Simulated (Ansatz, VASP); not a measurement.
**ZrSi2O6 in VASP and in Ansatz**

```xyz
9
Lattice="4.9873 -2.5034 -0.0015 4.9873 2.5034 -0.0015 -0.1840 0.0000 5.8948" Properties=species:S:1:pos:R:3 pbc="T T T"
Zr    4.8953   -0.2143    2.9459
Si    7.4818   -1.1679    0.9098
Si    2.3088   -1.1679    4.9820
O     6.1595   -1.2621    1.8614
O     2.1243    0.3824    5.4860
O     3.6311   -1.2621    4.0304
O     3.8211    0.9024    1.7506
O     7.6663    0.3824    0.4058
O     5.9696    0.9024    4.1412
```

Alike in both runs: task single point; functional PBE; k mesh 6 × 6 × 4; occupations gaussian, width 0.02 eV; no spin polarisation.

```csv
,VASP,Ansatz
version,VASP 6.6.1,Ansatz 0.2.0
potentials or method,"VASP PAW PBE potentials, release 64 (Zr_sv, Si, O), cutoff 520 eV","scalar-relativistic, plane waves, PAW"
valence electrons in the cell,56,56
```

|  | VASP | Ansatz | Ansatz less VASP |
| --- | --- | --- | --- |
| gap on the k mesh at the Fermi level (eV) | 5.16 | 5.16 | -0.001 |
| least direct gap on the mesh (eV) | 5.40 | 5.40 | -0.002 |
